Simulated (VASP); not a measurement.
Crystal: NiO.

```xyz
2
Lattice="0.0000 2.0859 2.0859 2.0859 0.0000 2.0859 2.0859 2.0859 0.0000" Properties=species:S:1:pos:R:3 pbc="T T T"
Ni    0.0000    0.0000    0.0000
O     2.0859    2.0859    2.0859
```

| Property | Result |
| --- | --- |
| Program | VASP 6.6.1 |
| Task | relaxation of cell and atoms |
| Functional | PBEsol |
| Potentials or basis | VASP PAW PBE potentials, release 64 (Ni, O) |
| Cutoff | 600 eV |
| k mesh | 9 × 9 × 9 |
| Occupations | fermi-dirac, width 0.02 eV |
| Spin | collinear spin, ferromagnetic start |
| Starting moments | [2.0, 0.0] μB |
| Hubbard terms | Ni d U = 6.2 eV |

At the start: pressure -7.1 GPa; volume 9.08 Å³/atom.

How do energy, volume and symmetry change on relaxing?

Over 3 steps the energy falls by 7.6 meV/atom and the volume is 8.75 Å³/atom (-3.6 %); space group Fm-3m (No. 225, to 0.1 Å) before and after; moment 2.00 μB per cell.

The path:
```
step  energy change (eV)  largest force (eV/Å)  pressure (GPa)  volume (Å³)
   1              0.0000                0.0000           -7.12        18.15
   2             -0.0097                0.0000            4.65        17.11
   3             -0.0151                0.0000           -0.01        17.49
```

Final structure:
```
Ni O
1.0
     0.00000    2.06027    2.06027
     2.06027    0.00000    2.06027
     2.06027    2.06027    0.00000
Ni O
1 1
Direct
  0.00000 0.00000 0.00000
  0.50000 0.50000 0.50000
```

Caveat: the PAW data sets were made with another functional, which shifts forces and pressure a little; a cell with one magnetic atom can't hold antiferromagnetic order, which such compounds often take.
